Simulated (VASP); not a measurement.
A run of VASP 6.6.1 is set up as follows.

INCAR

```
PREC     = Accurate       # precision mode
ENCUT    = 520            # plane-wave cutoff, eV
EDIFF    = 1E-6           # SCF threshold, eV
ISMEAR   = -1             # smearing method
SIGMA    = 0.1            # smearing width, eV
LREAL    = F              # projectors in reciprocal space
LASPH    = T              # aspherical terms in the spheres
NELM     = 100            # most SCF steps
ALGO     = Normal         # electronic algorithm
ISIF     = 2              # what is computed and relaxed
LWAVE    = F              # write WAVECAR
LCHARG   = T              # write CHGCAR
LELF     = T              # ELF
LVHAR    = T            
NBANDS   = 9              # bands
```

The input KPOINTS:

```
regular mesh
0
Gamma
  13 13 13
```

Contents of POSCAR:

```
Se
1.0
    2.7694729991      0.0000000000      0.0000000000
    0.0000000000      2.7694729991      0.0000000000
    0.0000000000      0.0000000000      2.7694729991
Se
1
Direct
    0.0000000000      0.0000000000      0.0000000000
```

Potentials or basis: VASP PAW LDA potentials, release 64 (Se).

The run is started by

```sh
$ cat potpaw_LDA.64/Se/POTCAR > POTCAR
$ mpirun -np 1 vasp_std > vasp.out
```

(1) Estimate the pressure.

(2) Estimate the band gap on the k mesh.

Results:

(1) 0.1 GPa.

(2) zero (band 3 reaches 8.52 eV, above the bottom of band 4 at 2.03 eV).
